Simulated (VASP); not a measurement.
Runs of VASP 6.6.1 on ZnS. The structure is that of space group F-43m (No. 216), or close to it. The cells are those of the table. 

```tsv
cell	gap on the mesh (eV)	pressure (GPa)
a = 3.684 Å, angles 60.0°, 2 atoms	2.47	8.2
a = 3.574 Å, angles 60.0°, 2 atoms	2.72	20.6
a = 3.788 Å, angles 60.0°, 2 atoms	(a)	0.2
a = 3.837 Å, angles 60.0°, 2 atoms	(d)	(c)
a = 3.630 Å, angles 60.0°, 2 atoms	2.67	13.7
a = 3.516 Å, angles 60.0°, 2 atoms	2.57	29.3
a = 3.736 Å, angles 60.0°, 2 atoms	2.27	(b)
```

Alike in all rows: task single point; level PBEsol; potentials or basis VASP PAW PBE potentials, release 64 (Zn, S); no spin polarisation; k mesh 8 × 8 × 8; cutoff (eV) 520; smearing gaussian 0.05 eV.

Task: Fill in the values left out.

Result: (a) 2.09; (b) 3.8; (c) -2.7; (d) 1.92.

Caveats: the PAW data sets were made with another functional, which shifts forces and pressure a little.

A k mesh can miss the band edges.
